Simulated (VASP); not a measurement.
A run of VASP 6.6.1 is set up as follows.

Contents of POSCAR:

```
CaSe
1.0
    3.8496007076      0.0000000000      0.0000000000
    0.0000000000      3.8496007076      0.0000000000
    0.0000000000      0.0000000000      3.6517371103
Ca Se
1 1
Direct
    0.0000000000      0.0000000000      0.0000000000
    0.5000000000      0.5000000000      0.5000000000
```

INCAR.step1

```
ALGO     = Normal         # electronic algorithm
EDIFF    = 1E-4           # SCF threshold, eV
ENCUT    = 520            # plane-wave cutoff, eV
GGA      = PE             # functional
ISMEAR   = 0              # smearing method
LASPH    = True           # aspherical terms in the spheres
LCHARG   = False          # write CHGCAR
LREAL    = False          # projectors in reciprocal space
LWAVE    = True           # write WAVECAR
NBANDS   = 15             # bands
NELM     = 60             # most SCF steps
PREC     = Accurate       # precision mode
SIGMA    = 0.01           # smearing width, eV
```

File INCAR.step2:

```
ALGO     = Normal         # electronic algorithm
EDIFF    = 1E-7           # SCF threshold, eV
ENCUT    = 520            # plane-wave cutoff, eV
ISIF     = 2              # what is computed and relaxed
ISMEAR   = 0              # smearing method
ISTART   = 1            
LASPH    = True           # aspherical terms in the spheres
LCHARG   = True           # write CHGCAR
LELF     = True           # ELF
LMIXTAU  = True         
LREAL    = False          # projectors in reciprocal space
LVHAR    = True         
LWAVE    = False          # write WAVECAR
METAGGA  = R2SCAN         # meta-GGA
NBANDS   = 15             # bands
NELM     = 60             # most SCF steps
PREC     = Accurate       # precision mode
SIGMA    = 0.01           # smearing width, eV
```

The input KPOINTS:

```
k-points
0
Gamma
  8 8 8
```

Potentials or basis: VASP PAW PBE potentials, release 64 (Ca_sv, Se).

Run with:

```sh
$ cat potpaw_PBE.64/Ca_sv/POTCAR potpaw_PBE.64/Se/POTCAR > POTCAR
$ cp INCAR.step1 INCAR
$ mpirun -np 1 vasp_std > vasp.out
$ cp INCAR.step2 INCAR
$ mpirun -np 1 vasp_std > vasp.out
```

Question: What does it give for the pressure?

Answer: -5.0 GPa.

Question: What does it give for the band gap on the k mesh?

Answer: 0.85 eV.

Stress tensor (GPa, compression positive):
```
-7.50  0.00  0.00
 0.00 -7.50  0.00
 0.00  0.00  0.07
```

Caveat: the cell differs from its parent crystal (epitaxial xy strain +5.9%); the cell stands under tension; the PAW data sets were made with another functional, which shifts forces and pressure a little. A k mesh can miss the band edges.
